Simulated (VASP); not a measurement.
Wanted: the native input for a VASP 6.6.1 run.

- Task: single point
- Functional: LDA
- Potentials or basis: VASP PAW LDA potentials, release 64 (Hf_pv, C)
- Cutoff: 520 eV
- k mesh: 7 × 7 × 4
- Occupations: fermi-dirac, width 0.05 eV
- Spin: no spin polarisation
- Dipole correction: no
- Further INCAR settings: ALGO = Normal; EDIFF = 1e-07; NBANDS = 22

The structure of HfC lies in POSCAR:

```
HfC
1.0
    3.3428660531      0.0000000000      0.0000000000
   -1.6714330265      2.8950069234      0.0000000000
    0.0000000000      0.0000000000      5.2027140000
Hf C
2 2
Direct
    0.3387840000      0.6665510000      0.2562210000
    0.6766480000      0.3424410000      0.7491100000
    0.0096910000      0.0067720000      0.4996400000
    0.0012890000     -0.0052170000      0.0030640000
```

One way to write it, as run:

INCAR

```
SYSTEM = HfC
PREC = Accurate
ENCUT = 520
EDIFF = 1E-7
ISMEAR = -1
SIGMA = 0.05
LREAL = .False.
LASPH = .True.
NELM = 60
ALGO = Normal
ISIF = 2
LWAVE = .False.
LCHARG = .True.
LELF = .True.
LVHAR = .True.
NBANDS = 22
```

KPOINTS

```
regular mesh
0
Gamma
  7 7 4
  0 0 0
```

Potentials or basis: VASP PAW LDA potentials, release 64 (Hf_pv, C).

The run is started by

```sh
$ cat potpaw_LDA.64/Hf_pv/POTCAR potpaw_LDA.64/C/POTCAR > POTCAR
$ mpirun -np 1 vasp_std > vasp.out
```

It gave:

The pressure is -12.2 GPa, the largest force is 0.680 eV/Å and the band gap on the k mesh is zero (bands 14 and 15 overlap by 1.18 eV).

Caveat: the cell stands under tension; spin-orbit coupling is left out, which moves the levels of the heavy elements.

Wall time 96 s on 1 thread of Intel(R) Xeon(R) Platinum 8488C (Sapphire Rapids), on a shared host, peak memory 0.22 GiB.
